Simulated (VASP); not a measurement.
## Al5Ru: single point with PBE

The system is Al5Ru.

```
Al Ru
1.0
     2.89565    0.00000    0.00000
    -1.44783    2.50771    0.00000
     0.00000    0.00000   13.17156
Al Ru
5 1
Direct
  0.00000 0.00000 0.67668
  0.33333 0.66667 0.85323
  0.33333 0.66667 0.14677
  0.00000 0.00000 0.32332
  0.33333 0.66667 0.50000
  0.66667 0.33333 0.00000
```

The cell was generated, and may not be a known phase.

| Item | Value |
| --- | --- |
| Program | VASP 6.6.1 |
| Task | single point |
| Functional | PBE |
| Potentials or basis | VASP PAW PBE potentials, release 64 (Al, Ru_pv) |
| Cutoff | 520 eV |
| k mesh | 6 × 6 × 2 |
| Occupations | gaussian, width 0.1 eV |
| Spin | no spin polarisation |
| Dipole correction | no |
| Further INCAR settings | ALGO = Normal; EDIFF = 1e-06; NBANDS = 24 |

| Property | Result |
| --- | --- |
| Pressure | -0.1 GPa |
| Largest force | 0.016 eV/Å |
| Band gap on the k mesh | zero (an odd number of electrons rules out a gap without spin polarisation) |

Forces on the atoms (eV/Å):
```
Al   0.000  0.000 -0.006
Al   0.000  0.000 -0.016
Al   0.000  0.000  0.016
Al   0.000  0.000  0.006
Al   0.000  0.000  0.000
Ru   0.000  0.000  0.000
```

Stress tensor (GPa, compression positive):
```
-0.17  0.00  0.00
 0.00 -0.17  0.00
 0.00  0.00  0.18
```

Levels at points of the mesh, in eV from the Fermi level:
```csv
k point,band 12,band 13,band 14,band 15,band 16,band 17,band 18,band 19
"(0.00, 0.00, 0.00)",-1.82,-1.13,-0.23,-0.23,2.66,4.71,9.20,10.36
"(0.50, 0.00, 0.00)",-1.63,-1.23,-1.06,-0.83,-0.48,1.25,2.42,2.66
"(0.00, 0.00, 0.50)",-1.82,-0.39,-0.23,-0.23,1.60,5.93,8.01,10.33
"(0.50, 0.00, 0.50)",-2.28,-2.14,-1.06,0.18,0.51,0.71,1.25,2.46
```

It took 58 s on 1 thread of Intel(R) Xeon(R) Platinum 8375C CPU @ 2.90GHz (Ice Lake), with other jobs on the host, peak memory 0.23 GiB.

Caveat: the k points lie up to 0.42 Å⁻¹ apart, too coarse for converged energies and pressures of a metal.
